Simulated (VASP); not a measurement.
The system is Cu3H.

```
Cu H
1.0
     4.26997    0.00000    0.00000
     0.00000    4.26997    0.00000
     0.00000    0.00000    4.26997
Cu H
6 2
Direct
  0.25000 0.00000 0.50000
  0.50000 0.75000 0.00000
  0.75000 0.00000 0.50000
  0.50000 0.25000 0.00000
  0.00000 0.50000 0.75000
  0.00000 0.50000 0.25000
  0.00000 0.00000 0.00000
  0.50000 0.50000 0.50000
```

```yaml
Program: VASP 6.6.1
Task: relaxation of cell and atoms
Functional: PBE
Potentials_or_basis: VASP PAW PBE potentials, release 64 (Cu, H)
Cutoff: 600 eV
k_mesh: 4 × 4 × 4
Occupations: gaussian, width 0.1 eV
Spin: no spin polarisation
```

At the start: pressure 19.8 GPa; volume 9.73 Å³/atom.

Question: Where does the relaxation end?

Answer: Over 3 steps the energy falls by 75.6 meV/atom and the volume is 11.11 Å³/atom (+14.2 %); space group Pm-3n (No. 223, to 0.05 Å).

The path:
```tsv
step	energy change (eV)	largest force (eV/Å)	pressure (GPa)	volume (Å³)
1	0.0000	0.0000	19.81	77.85
2	-0.5692	0.0000	-3.46	92.21
3	-0.6050	0.0000	0.15	88.91
```

Final structure:
```
Cu H
1.0
     4.46327    0.00000    0.00000
     0.00000    4.46327    0.00000
     0.00000    0.00000    4.46327
Cu H
6 2
Direct
  0.25000 0.00000 0.50000
  0.50000 0.75000 0.00000
  0.75000 0.00000 0.50000
  0.50000 0.25000 0.00000
  0.00000 0.50000 0.75000
  0.00000 0.50000 0.25000
  0.00000 0.00000 0.00000
  0.50000 0.50000 0.50000
```

Caveat: the k points lie up to 0.35 Å⁻¹ apart in the final cell.
